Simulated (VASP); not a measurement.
Here is a VASP 6.6.1 calculation.

Contents of INCAR:

```
SYSTEM = Fe2Pt
ALGO = Normal
EDIFF = 1E-6
ENCUT = 520
GGA = PE
ISIF = 2
ISMEAR = 0
ISPIN = 2
LASPH = .True.
LCHARG = .False.
LMAXMIX = 4
LORBIT = 11
LREAL = .False.
LWAVE = .False.
MAGMOM = 2.92 2.92 0.3
NBANDS = 24
NELM = 150
PREC = Accurate
SIGMA = 0.1
```

KPOINTS

```
k-points
0
Gamma
  12 12 4
  0 0 0
```

Contents of POSCAR:

```
Fe2Pt
1.0
    2.7605232750      0.0000000000      0.0000000000
   -1.3802616375      2.3906832839      0.0000000000
    0.0000000000      0.0000000000      6.1851322976
Fe Pt
2 1
Direct
    0.3333333333      0.6666666667      0.6509826666
    0.6666666667      0.3333333333      0.3490173334
    0.0000000000      0.0000000000      0.0000000000
```

Potentials or basis: VASP PAW PBE potentials, release 64 (Fe, Pt).

Launch:

```sh
$ cat potpaw_PBE.64/Fe/POTCAR potpaw_PBE.64/Pt/POTCAR > POTCAR
$ mpirun -np 1 vasp_std > vasp.out
```

(1) Predict the pressure.

(2) What does it give for the site moments?

(3) What does it give for the net moment?

## Answers

(1) -0.1 GPa.

(2) Fe +2.79; Pt +0.30 μB.

(3) 5.93 μB per cell.
